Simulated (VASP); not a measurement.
# MgO (P6_3mc) in VASP: further runs

Runs on MgO. Level: PBEsol. Tasks: single point, relaxation of cell and atoms.

Program: VASP 6.6.1. These are calculated values, not measurements. Logs are shortened: lines on timing, memory, paths and dates and some standing lists are left out, and cuts for length are marked.

**1. The cell of the first run**

Symmetry: P6_3mc, No. 186, hexagonal system. Conventional cell: a = 3.302 Å, b = 3.302 Å, c = 5.024 Å, α = 90.00°, β = 90.00°, γ = 120.00°. Within 2.6 Å of Mg (site symmetry 3m) lie 4 O at 1.98 to 1.99 Å. Within 2.6 Å of O (site symmetry 3m) lie 4 Mg at 1.98 to 1.99 Å.

**2. Single point, PBEsol**

INCAR

```
SYSTEM = MgO
PREC = Accurate
ENCUT = 600
EDIFF = 1E-6
ISMEAR = -1
SIGMA = 0.03
LREAL = .FALSE.
LASPH = .TRUE.
NELM = 120
ALGO = Normal
ISIF = 2
LWAVE = .FALSE.
LCHARG = .FALSE.
GGA = PS
NBANDS = 16
GGA_COMPAT = .FALSE.
```

KPOINTS

```
Automatic mesh
0
G
  9 9 4
  0 0 0
```

POSCAR

```
MgO
1.0
    3.3017633267      0.0000000000      0.0000000000
   -1.6508816634      2.8594109182      0.0000000000
    0.0000000000      0.0000000000      5.0244216320
Mg O
2 2
Direct
    0.3333333333      0.6666666667     -0.0108551339
    0.6666666667      0.3333333333      0.4891448661
    0.3333333333      0.6666666667      0.3858551339
    0.6666666667      0.3333333333      0.8858551339
```

Potentials or basis: VASP PAW PBE potentials, release 64 (Mg, O).

Run with:

```sh
> cat potpaw_PBE.64/Mg/POTCAR potpaw_PBE.64/O/POTCAR > POTCAR
> mpirun -np 1 vasp_std > vasp.out
```

OUTCAR:

```text
SYSTEM = MgO
   PREC = Accurate
   ENCUT = 600
   EDIFF = 1E-6
   ISMEAR = -1
   LREAL = .FALSE.
   LASPH = .TRUE.
   NELM = 120
   ISIF = 2
   GGA = PS

 ion  position               nearest neighbor table
   1  0.333  0.667  0.989-   4 1.98   4 1.98   4 1.98   3 1.99   2 3.15   2 3.15   2 3.15   2 3.15
                             2 3.15   2 3.15
   2  0.667  0.333  0.489-   3 1.98   3 1.98   3 1.98   4 1.99   1 3.15   1 3.15   1 3.15   1 3.15
                             1 3.15   1 3.15
   3  0.333  0.667  0.386-   2 1.98   2 1.98   2 1.98   1 1.99
   4  0.667  0.333  0.886-   1 1.98   1 1.98   1 1.98   2 1.99

  LATTYP: Found a hexagonal cell.
 ALAT       =     3.3017633267
 C/A-ratio  =     1.5217388816

  Lattice vectors:

 A1 = (   3.3017633267,   0.0000000000,   0.0000000000)
 A2 = (  -1.6508816634,   2.8594109182,   0.0000000000)
 A3 = (   0.0000000000,   0.0000000000,   5.0244216320)

Analysis of symmetry for initial positions (statically):
=====================================================================
 Subroutine PRICEL returns:
 Original cell was already a primitive cell.

 Routine SETGRP: Setting up the symmetry group for a
 hexagonal supercell.

 Subroutine GETGRP returns: Found 12 space group operations
 (whereof  6 operations were pure point group operations)
 out of a pool of 24 trial point group operations.

The static configuration has the point symmetry C_3v.
 The point group associated with its full space group is C_6v.

Analysis of symmetry for dynamics (positions and initial velocities):
=====================================================================
 Subroutine PRICEL returns:
 Original cell was already a primitive cell.

 Routine SETGRP: Setting up the symmetry group for a
 hexagonal supercell.

 Subroutine GETGRP returns: Found 12 space group operations
 (whereof  6 operations were pure point group operations)
 out of a pool of 24 trial point group operations.

The dynamic configuration has the point symmetry C_3v.
 The point group associated with its full space group is C_6v.

 Subroutine INISYM returns: Found 12 space group operations
 (whereof  6 operations are pure point group operations),
 and found     1 'primitive' translations

----------------------------------------------------------------------------------------

                                     Primitive cell

  volume of cell :      47.4361

  direct lattice vectors                    reciprocal lattice vectors
     3.301763327  0.000000000  0.000000000     0.302868468  0.174861191  0.000000000
    -1.650881663  2.859410918  0.000000000     0.000000000  0.349722383  0.000000000
     0.000000000  0.000000000  5.024421632     0.000000000  0.000000000  0.199027883

  length of vectors
     3.301763327  3.301763327  5.024421632     0.349722383  0.349722383  0.199027883

  position of ions in fractional coordinates (direct lattice)
     0.333333333  0.666666667  0.989144866
     0.666666667  0.333333333  0.489144866
     0.333333333  0.666666667  0.385855134
     0.666666667  0.333333333  0.885855134

  ion indices of the primitive-cell ions
   primitive index   ion index
                 1           1
                 2           2
                 3           3
                 4           4

----------------------------------------------------------------------------------------

 KPOINTS: Automatic mesh

Automatic generation of k-mesh.
 Grid dimensions read from file:
 generate k-points for:    9    9    4

 Generating k-lattice:

  Cartesian coordinates                     Fractional coordinates (reciprocal lattice)
     0.033652052  0.019429021  0.000000000     0.111111111 -0.000000000  0.000000000
     0.000000000  0.038858043  0.000000000     0.000000000  0.111111111  0.000000000
     0.000000000  0.000000000  0.049756971     0.000000000  0.000000000  0.250000000

  Length of vectors
     0.038858043  0.038858043  0.049756971

  Shift w.r.t. Gamma in fractional coordinates (k-lattice)
     0.000000000  0.000000000  0.000000000

 Subroutine IBZKPT returns following result:
 ===========================================

 Found     36 irreducible k-points:

 Following reciprocal coordinates:
            Coordinates               Weight
  0.000000  0.000000  0.000000      1.000000
  0.111111  0.000000  0.000000      6.000000
  0.222222 -0.000000  0.000000      6.000000
  0.333333  0.000000  0.000000      6.000000
  0.444444 -0.000000  0.000000      6.000000
  0.111111  0.111111  0.000000      6.000000
[... 16 lines left out ...]
  0.333333  0.222222  0.250000     24.000000
  0.333333  0.333333  0.250000      4.000000
 [... further k-points ...]
   k-points           NKPTS =     36   k-points in BZ     NKDIM =     36   number of bands    NBANDS=     16
   number of dos      NEDOS =    301   number of ions     NIONS =      4
   total plane-waves  NPLWV =  31360
   dimension x,y,z NGX =    28 NGY =   28 NGZ =   40
   dimension x,y,z NGXF=    56 NGYF=   56 NGZF=   80
   ions per type =               2   2
   NGX,Y,Z   is equivalent  to a cutoff of  14.10, 14.10, 13.24 a.u.
   NGXF,Y,Z  is equivalent  to a cutoff of  28.20, 28.20, 26.47 a.u.
 SYSTEM =  MgO
   PREC   = accura    normal or accurate (medium, high low for compatibility)
   ISTART =      0    job   : 0-new  1-cont  2-samecut
   ICHARG =      2    charge: 1-file 2-atom 10-const
   ISPIN  =      1    spin polarized calculation?
   LNONCOLLINEAR =      F non collinear calculations
   LSORBIT =      F    spin-orbit coupling
   LASPH  =      T    aspherical Exc in radial PAW
   ENCUT  =  600.0 eV  44.10 Ry    6.64 a.u.   6.59  6.59 10.04*2*pi/ulx,y,z
   NELM   =    120;   NELMIN=  2; NELMDL= -5     # of ELM steps
   EDIFF  = 0.1E-05   stopping-criterion for ELM
   LREAL  =      F    real-space projection
   EDIFFG = 0.1E-04   stopping-criterion for IOM
   NSW    =      0    number of steps for IOM
   IBRION =     -1    ionic relax: 0-MD 1-quasi-New 2-CG
   NFREE  =      0    steps in history (QN), initial steepest desc. (CG)
   ISIF   =      2    stress and relaxation
   ISYM   =      2    0-nonsym 1-usesym 2-fastsym
   POTIM  = 0.5000    time-step for ionic-motion
   TEBEG  =    0.0;   TEEND  =   0.0 temperature during run
   PSTRESS=    0.0 pullay stress
   NELECT =      16.0000    total number of electrons
   NUPDOWN=      -1.0000    fix difference up-down
   EMIN   =  10.00;   EMAX   =-10.00  energy-range for DOS
   EFERMI =   0.00;   METHOD = LEGACY
   ISMEAR =    -1;   SIGMA  =   0.03  broadening in eV -4-tet -1-fermi 0-gaus
   EFERMI_NEDOS =   21; number of points for ismear=-14 and -15
   IALGO  =     38    algorithm
   IMIX   =      4    mixing-type and parameters
     AMIX     =   0.40;   BMIX     =  1.00
     AMIX_MAG =   1.60;   BMIX_MAG =  1.00
  volume/ion in A,a.u.               =      11.86        80.03
  Fermi-wavevector in a.u.,A,eV,Ry     =   1.139581  2.153496 17.669144  1.298645
  Thomas-Fermi vector in A             =   2.276285
   LORBIT       =      0    0 simple, 1 ext, 2 COOP (PROOUT), +10 PAW based schemes
   GGA     = PS    functional components
   LHFCALC =     F    Hartree Fock is set to
   AEXX    =    0.0000 exact exchange contribution
   IVDW    =     0    specifies the selected vdW correction
   LEPSILON=     F    determine dielectric tensor
   LRPA    =     F    only Hartree local field effects (RPA)
 non-spin polarized calculation
  energy-cutoff  :      600.00
  volume of cell :       47.44
 maximum number of plane-waves:      1612
 NGX is ok and might be reduce to    28
   NGX = 13   NGY = 13   NGZ = 21

 number of electron      15.9999997 magnetization

 Free energy of the ion-electron system (eV)
  ---------------------------------------------------
  ext. energy  EPLUGINS =         0.00000000
  ---------------------------------------------------
  free energy    TOTEN  =       -24.55595952 eV

  energy without entropy =      -24.55595952  energy(sigma->0) =      -24.55595952

 E-fermi :   1.5657     XC(G=0):  -9.9578

 val. band max:        0.9622499302   @ k =   0.0000   0.0000   0.0000
 cond. band min:       4.3244973040   @ k =   0.0000   0.0000   0.0000
 fundamental gap:      3.3622473738
 Fermi energy:         1.5657214967

 k-point     1 :       0.0000    0.0000    0.0000
  band No.  band energies     occupation
      1     -15.1789      2.00000
      2     -14.3732      2.00000
      3      -2.3342      2.00000
      4       0.2400      2.00000
      5       0.2400      2.00000
      6       0.5661      2.00000
[... 8 lines left out ...]
     15      17.3589      0.00000
     16      17.3589      0.00000

 k-point     2 :       0.1111    0.0000    0.0000
  band No.  band energies     occupation
      1     -15.1164      2.00000
      2     -14.3516      2.00000
      3      -2.2127      2.00000
      4      -0.0727      2.00000
      5       0.1577      2.00000
      6       0.1878      2.00000
[... 8 lines left out ...]
     15      17.0457      0.00000
     16      17.2936      0.00000

 k-point     3 :       0.2222   -0.0000    0.0000
  band No.  band energies     occupation
      1     -14.9481      2.00000
      2     -14.3025      2.00000
      3      -1.8703      2.00000
      4      -0.8892      2.00000
      5      -0.3798      2.00000
      6      -0.0160      2.00000
[... 8 lines left out ...]
     15      15.9424      0.00000
     16      16.3283      0.00000

 k-point     4 :       0.3333    0.0000    0.0000
  band No.  band energies     occupation
      1     -14.7301      2.00000
      2     -14.2652      2.00000
      3      -1.6664      2.00000
      4      -1.3635      2.00000
      5      -0.8830      2.00000
      6      -0.1837      2.00000
[... 8 lines left out ...]
     15      15.2706      0.00000
     16      16.4898      0.00000
[... 324 lines left out ...]
 k-point    22 :       0.2222    0.2222    0.2500
  band No.  band energies     occupation
      1     -14.5671      2.00000
      2     -14.3098      2.00000
      3      -1.7100      2.00000
      4      -1.6729      2.00000
      5      -0.5443      2.00000
      6      -0.3155      2.00000
[... 8 lines left out ...]
     15      14.6320      0.00000
     16      17.6761      0.00000

 k-point    23 :       0.3333    0.2222    0.2500
  band No.  band energies     occupation
      1     -14.4337      2.00000
      2     -14.3074      2.00000
      3      -1.8894      2.00000
      4      -1.5156      2.00000
      5      -0.9710      2.00000
      6      -0.3323      2.00000
[... 8 lines left out ...]
     15      14.6174      0.00000
     16      17.5696      0.00000

 k-point    24 :       0.3333    0.3333    0.2500
  band No.  band energies     occupation
      1     -14.3472      2.00000
      2     -14.3472      2.00000
      3      -1.6228      2.00000
      4      -1.3953      2.00000
      5      -1.3953      2.00000
      6      -0.5944      2.00000
[... 8 lines left out ...]
     15      14.6461      0.00000
     16      18.5539      0.00000

 [... further k-points ...]
[... 5 lines left out ...]
  --------------------------------------------------------------------------------------
  -------------------------------------------------------------------------------------
  Total       -0.1327078     -0.1327078     -0.1234663      0.0000000      0.0000000     -0.0000000
  in kB       -4.4822748     -4.4822748     -4.1701371      0.0000000      0.0000000     -0.0000000
  external PRESSURE =      -4.3782289 kB  Pullay stress =       0.0000000 kB

 VOLUME and BASIS-vectors are now :
 -----------------------------------------------------------------------------
  energy-cutoff  :      600.00
  volume of cell :       47.44
      direct lattice vectors                 reciprocal lattice vectors
     3.301763327  0.000000000  0.000000000     0.302868468  0.174861191  0.000000000
    -1.650881663  2.859410918  0.000000000     0.000000000  0.349722383  0.000000000
     0.000000000  0.000000000  5.024421632     0.000000000  0.000000000  0.199027883

 POSITION                                       TOTAL-FORCE (eV/Angst)
 -----------------------------------------------------------------------------------
     -0.00000      1.90627      4.96988         0.000000     -0.000000     -0.000834
      1.65088      0.95314      2.45767         0.000000      0.000000     -0.000834
     -0.00000      1.90627      1.93870         0.000000      0.000000      0.000834
      1.65088      0.95314      4.45091        -0.000000     -0.000000      0.000834
 -----------------------------------------------------------------------------------
    total drift:                               -0.000000      0.000000      0.001415

  FREE ENERGIE OF THE ION-ELECTRON SYSTEM (eV)
  ---------------------------------------------------
  free  energy   TOTEN  =       -24.5559595158 eV

  energy  without entropy=      -24.5559595158  energy(sigma->0) =      -24.55595952
```

Run time: 64 s. Hardware: 1 thread of AMD EPYC 7R13, shared host; peak memory 0.16 GiB.

What came out:

- Free energy: -24.5560 eV
- Pressure: -0.4 GPa
- Band gap on the k mesh: 3.36 eV, direct

Caveat: the PAW data sets were made with another functional, which shifts forces and pressure a little.

**3. Relaxation of cell and atoms, PBEsol**

This run uses another cell than the first one, of 10.20 Å³/atom, 0.860 times its volume.

INCAR

```
ALGO = Normal
EDIFF = 1E-7
EDIFFG = -0.01
ENCUT = 600
GGA = PS
GGA_COMPAT = False
IBRION = 2
ISIF = 3
ISMEAR = -1
LASPH = True
LCHARG = False
LREAL = False
LWAVE = False
NELM = 120
NELMIN = 4
NSW = 100
PREC = Accurate
SIGMA = 0.03
```

KPOINTS

```
k-points
0
Gamma
  9 9 4
```

POSCAR

```
MgO
1.0
    3.0672510559      0.0000000000      0.0000000000
   -1.5336255280      2.6563173342      0.0000000000
    0.0000000000      0.0000000000      5.0088209743
Mg O
2 2
Direct
    0.3333333333      0.6666666667      0.0000000000
    0.6666666667      0.3333333333      0.5000000000
    0.3333333333      0.6666666667      0.3750000000
    0.6666666667      0.3333333333      0.8750000000
```

Potentials or basis: VASP PAW PBE potentials, release 64 (Mg, O).

Run with:

```sh
> cat potpaw_PBE.64/Mg/POTCAR potpaw_PBE.64/O/POTCAR > POTCAR
> mpirun -np 1 vasp_std > vasp.out
```

Wall time 4.4 min (1 thread of AMD EPYC 7R13, shared host); peak memory 0.16 GiB.

Results (log left out):

```yaml
Free_energy: -24.5459 eV
Relaxed_volume: 11.82 Å³/atom
Relaxed_cell: a = 3.306 Å, b = 3.306 Å, c = 4.996 Å, α = 90.00°, β = 90.00°, γ = 120.00°
Space_group_after_relaxing_to_0.05_Å: P6_3mc (No. 186)
Energy_gained_by_relaxing: 130.0 meV/atom
Ionic_steps: 10
Pressure_after_relaxing: -0.1 GPa
Band_gap_on_the_k_mesh: 3.35 eV, direct
```

Forces on the atoms (eV/Å):
```
Mg   0.000  0.000  0.002
Mg   0.000  0.000  0.002
O    0.000  0.000 -0.002
O    0.000  0.000 -0.002
```

Stress tensor (GPa, compression positive):
```
-0.13  0.00  0.00
 0.00 -0.13  0.00
 0.00  0.00 -0.04
```

The path:
```csv
step,energy change (eV),largest force (eV/Å),pressure (GPa),volume (Å³)
1,0.0000,0.1799,25.97,40.81
2,-0.3999,0.1105,-7.95,51.37
3,-0.4951,0.1381,-0.08,47.67
4,-0.4950,0.1372,-0.45,47.81
5,-0.5025,0.1235,-0.44,47.79
6,-0.5154,0.1064,-0.48,47.69
7,-0.5127,0.1723,-0.81,47.42
8,-0.5169,0.1339,-0.59,47.56
9,-0.5190,0.0765,0.30,47.12
10,-0.5201,0.0025,-0.10,47.29
```

Final structure:
```
Mg O
1.0
     3.30571    0.00000    0.00000
    -1.65286    2.86283    0.00000
     0.00000    0.00000    4.99649
Mg O
2 2
Direct
  0.33333 0.66667 0.98803
  0.66667 0.33333 0.48803
  0.33333 0.66667 0.38697
  0.66667 0.33333 0.88697
```

Levels at points of the mesh, in eV from the valence-band top:
```csv
k point,band 6,band 7,band 8,band 9,band 10,band 11
"(0.00, 0.00, 0.00)",-0.43,-0.43,0.00,3.35,8.40,10.20
"(0.00, 0.00, 0.50)",-0.60,-0.60,-0.60,5.87,5.87,13.07
```

Caveat: the volume moved by over 15 % at a fixed basis, so the end points are rough; the PAW data sets were made with another functional, which shifts forces and pressure a little.
